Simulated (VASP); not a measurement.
# In (R-3m) in VASP: notebook, part 2 of 2

VASP 6.6.1. Earlier steps stand in the parts before.

## Step 3: Single point, PBEsol (zz strain of +1 %)

Input file INCAR:

```
SYSTEM = In
  ALGO = Normal
  EDIFF = 1E-6
  ENCUT = 520
  GGA = PS
  ISIF = 2
  ISMEAR = -1
  LASPH = .True.
  LCHARG = .True.
  LELF = .True.
  LREAL = .False.
  LVHAR = .True.
  LWAVE = .False.
  NBANDS = 26
  NELM = 80
  PREC = Accurate
  SIGMA = 0.05
```

Input file KPOINTS:

```
k-points
0
Gamma
  14 14 14
  0 0 0
```

Input file POSCAR:

```
In
1.0
    1.6696368166      0.9639652655      8.2895378825
   -1.6696368166      0.9639652655      8.2895378825
    0.0000000000     -1.9279305310      8.2895378825
In
3
Direct
    0.0000000000      0.0000000000      0.0000000000
    0.7780122400      0.7780122400      0.7780122400
    0.2219877600      0.2219877600      0.2219877600
```

Potentials or basis: VASP PAW PBE potentials, release 64 (In_d).

Started as:

```console
$ cat potpaw_PBE.64/In_d/POTCAR > POTCAR
$ mpirun -np 1 vasp_std > vasp.out
```

OUTCAR:

```text
SYSTEM = In
   EDIFF = 1E-6
   ENCUT = 520
   GGA = PS
   ISIF = 2
   ISMEAR = -1
   LASPH = .True.
   LREAL = .False.
   NELM = 80
   PREC = Accurate

 ion  position               nearest neighbor table
   1  0.000  0.000  0.000-   2 3.37   3 3.37   2 3.37   2 3.37   3 3.37   3 3.37
   2  0.778  0.778  0.778-   3 3.36   3 3.36   3 3.36   1 3.37   1 3.37   1 3.37
   3  0.222  0.222  0.222-   2 3.36   2 3.36   2 3.36   1 3.37   1 3.37   1 3.37

  LATTYP: Found a trigonal (rhomboedric) cell.
 ALAT       =     8.5107787210
 COS(alpha) =     0.9230275300

  Lattice vectors:

 A1 = (   1.6696368166,   0.9639652655,   8.2895378825)
 A2 = (  -1.6696368166,   0.9639652655,   8.2895378825)
 A3 = (   0.0000000000,  -1.9279305310,   8.2895378825)

Analysis of symmetry for initial positions (statically):
=====================================================================
 Subroutine PRICEL returns:
 Original cell was already a primitive cell.

 Routine SETGRP: Setting up the symmetry group for a
 trigonal (rhombohedral) supercell.

 Subroutine GETGRP returns: Found 12 space group operations
 (whereof 12 operations were pure point group operations)
 out of a pool of 12 trial point group operations.

The static configuration has the point symmetry D_3d.

Analysis of symmetry for dynamics (positions and initial velocities):
=====================================================================
 Subroutine PRICEL returns:
 Original cell was already a primitive cell.

 Routine SETGRP: Setting up the symmetry group for a
 trigonal (rhombohedral) supercell.

 Subroutine GETGRP returns: Found 12 space group operations
 (whereof 12 operations were pure point group operations)
 out of a pool of 12 trial point group operations.

The dynamic configuration has the point symmetry D_3d.

 Subroutine INISYM returns: Found 12 space group operations
 (whereof 12 operations are pure point group operations),
 and found     1 'primitive' translations

[... 113 lines left out ...]
   IALGO  =     38    algorithm
   IMIX   =      4    mixing-type and parameters
     AMIX     =   0.40;   BMIX     =  1.00
     AMIX_MAG =   1.60;   BMIX_MAG =  1.00
  volume/ion in A,a.u.               =      26.68       180.07
  Fermi-wavevector in a.u.,A,eV,Ry     =   1.288175  2.434297 22.577421  1.659394
  Thomas-Fermi vector in A             =   2.420144
   LORBIT       =      0    0 simple, 1 ext, 2 COOP (PROOUT), +10 PAW based schemes
   GGA     = PS    functional components
   LHFCALC =     F    Hartree Fock is set to
   AEXX    =    0.0000 exact exchange contribution
   IVDW    =     0    specifies the selected vdW correction
   LEPSILON=     F    determine dielectric tensor
   LRPA    =     F    only Hartree local field effects (RPA)
 non-spin polarized calculation
  energy-cutoff  :      520.00
  volume of cell :       80.05
 maximum number of plane-waves:      2177
   NGX = 31   NGY = 31   NGZ = 31

 number of electron      38.9999997 magnetization

 Free energy of the ion-electron system (eV)
  ---------------------------------------------------
  ext. energy  EPLUGINS =         0.00000000
  ---------------------------------------------------
  free energy    TOTEN  =        -8.92410112 eV

  energy without entropy =       -8.91139911  energy(sigma->0) =       -8.91775011

 E-fermi :   7.1477     XC(G=0): -10.3121

 val. band max:        7.1398452431   @ k =  -0.3571  -0.4286   0.2143
 cond. band min:       7.1500043679   @ k =   0.0714   0.0714  -0.0000
 fundamental gap:      0.0101591247
 Fermi energy:         7.1477325689

 k-point     1 :       0.0000    0.0000    0.0000
  band No.  band energies     occupation
      1      -7.4327      2.00000
      2      -7.4308      2.00000
      3      -7.3971      2.00000
      4      -7.3813      2.00000
      5      -7.3813      2.00000
      6      -7.3630      2.00000
[... 685 lines left out ...]
     25      13.4941      0.00000
     26      14.7481      0.00000

 [... further k-points ...]

------------------------ aborting loop because EDIFF is reached ----------------------------------------

  FORCE on cell =-STRESS in cart. coord.  units (eV):
  Direction    XX          YY          ZZ          XY          YZ          ZX
  --------------------------------------------------------------------------------------
  -------------------------------------------------------------------------------------
  Total       -0.8582753     -0.8582753     -0.7063727      0.0000000      0.0000000     -0.0000000
  in kB      -17.1779858    -17.1779858    -14.1377242      0.0000000      0.0000000     -0.0000000
  external PRESSURE =     -16.1645653 kB  Pullay stress =       0.0000000 kB

 VOLUME and BASIS-vectors are now :
 -----------------------------------------------------------------------------
  energy-cutoff  :      520.00
  volume of cell :       80.05
      direct lattice vectors                 reciprocal lattice vectors
     1.669636817  0.963965265  8.289537882     0.299466324  0.172896963  0.040211329
    -1.669636817  0.963965265  8.289537882    -0.299466324  0.172896963  0.040211329
     0.000000000 -1.927930531  8.289537882     0.000000000 -0.345793926  0.040211329

 POSITION                                       TOTAL-FORCE (eV/Angst)
 -----------------------------------------------------------------------------------
      0.00000      0.00000      0.00000         0.000000      0.000000     -0.000000
      0.00000      0.00000     19.34809         0.000000      0.000000     -0.009833
      0.00000      0.00000      5.52053         0.000000     -0.000000      0.009833
 -----------------------------------------------------------------------------------
    total drift:                                0.000000      0.000000     -0.000000

  FREE ENERGIE OF THE ION-ELECTRON SYSTEM (eV)
  ---------------------------------------------------
  free  energy   TOTEN  =        -8.9241011200 eV

  energy  without entropy=       -8.9113991075  energy(sigma->0) =       -8.91775011
```

OSZICAR:

```text
N       E                     dE             d eps       ncg     rms          rms(c)
DAV:   1     0.346668907868E+03    0.34667E+03   -0.18793E+04 14986   0.203E+03
DAV:   2     0.208171666865E+02   -0.32585E+03   -0.32162E+03 14988   0.441E+02
DAV:   3    -0.799956693002E+01   -0.28817E+02   -0.28551E+02 17976   0.158E+02
DAV:   4    -0.899314848291E+01   -0.99358E+00   -0.99221E+00 18154   0.325E+01
DAV:   5    -0.904640154194E+01   -0.53253E-01   -0.53249E-01 23836   0.571E+00    0.379E+00
DAV:   6    -0.894450968818E+01    0.10189E+00   -0.20931E-01 19440   0.672E+00    0.177E+00
DAV:   7    -0.892572353836E+01    0.18786E-01   -0.58360E-02 20230   0.318E+00    0.427E-01
DAV:   8    -0.892408876295E+01    0.16348E-02   -0.35549E-03 17806   0.819E-01    0.382E-02
DAV:   9    -0.892409840739E+01   -0.96444E-05   -0.13166E-04 25234   0.977E-02    0.257E-02
DAV:  10    -0.892410088515E+01   -0.24778E-05   -0.71692E-06 17138   0.344E-02    0.198E-03
DAV:  11    -0.892410112004E+01   -0.23489E-06   -0.37988E-07  9044   0.130E-02
   1 F= -.89241011E+01 E0= -.89177501E+01  d E =-.127020E-01
```

stdout:

```text
POSCAR found type information on POSCAR In
 POSCAR found :  1 types and       3 ions
 scaLAPACK will be used
 -----------------------------------------------------------------------------
|                                                                             |
|                                                                             |
|     You enforced a specific xc type in the INCAR file but a different       |
|     I HOPE YOU KNOW WHAT YOU ARE DOING!                                     |
|                                                                             |
 -----------------------------------------------------------------------------

 LDA part: xc-table for (Slater+PW92), standard interpolation
 POSCAR, INCAR and KPOINTS ok, starting setup
 FFT: planning ... GRIDC
 FFT: planning ... GRID_SOFT
 FFT: planning ... GRID
 WAVECAR not read
 entering main loop
```

Run time: 74 min. Hardware: 1 thread of Intel Xeon 8259CL, shared host; peak memory 0.85 GiB.

What came out:

* Free energy: -8.9241 eV
* Pressure: -1.6 GPa
* Largest force: 0.010 eV/Å
* Band gap on the k mesh: zero (an odd number of electrons rules out a gap without spin polarisation)

Forces in eV/Å, atoms in the order of the input:
```
In   0.000  0.000  0.000
In   0.000  0.000 -0.010
In   0.000  0.000  0.010
```

Caveat: the cell differs from its parent crystal (zz strain of +1 %); the PAW data sets were made with another functional, which shifts forces and pressure a little; spin-orbit coupling is left out, which moves the levels of the heavy elements.
